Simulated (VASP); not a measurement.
Ir, 1 atom in the cell. Symmetry: Fm-3m, No. 225, cubic system. The conventional cell has a = 3.798 Å, b = 3.798 Å, c = 3.798 Å, α = 90.00°, β = 90.00°, γ = 90.00°. Ir (site symmetry m-3m) has 12 Ir at 2.69 Å within 3.5 Å. 

```yaml
Program: VASP 6.6.1
Task: single point
Functional: PBEsol
Potentials_or_basis: VASP PAW PBE potentials, release 64 (Ir)
Cutoff: 520 eV
k_mesh: 12 × 12 × 12
Occupations: fermi-dirac, width 0.05 eV
Spin: no spin polarisation
Dipole_correction: no
Further_INCAR_settings: ALGO = Normal; EDIFF = 1e-07; NBANDS = 10
```

Potentials or basis: VASP PAW PBE potentials, release 64 (Ir).

Launch:

```sh
$ cat potpaw_PBE.64/Ir/POTCAR > POTCAR
$ mpirun -np 1 vasp_std > vasp.out
```

Hardware: 1 thread of Intel(R) Xeon(R) 6975P-C (Granite Rapids) (shared host).

**Question.** How long does it take, and how much memory?

**Answer.** Run time: 4.3 s on 1 thread of Intel(R) Xeon(R) 6975P-C (Granite Rapids), with other jobs on the host, peak memory 0.13 GiB. Counts: scf iterations 12, k points 72.
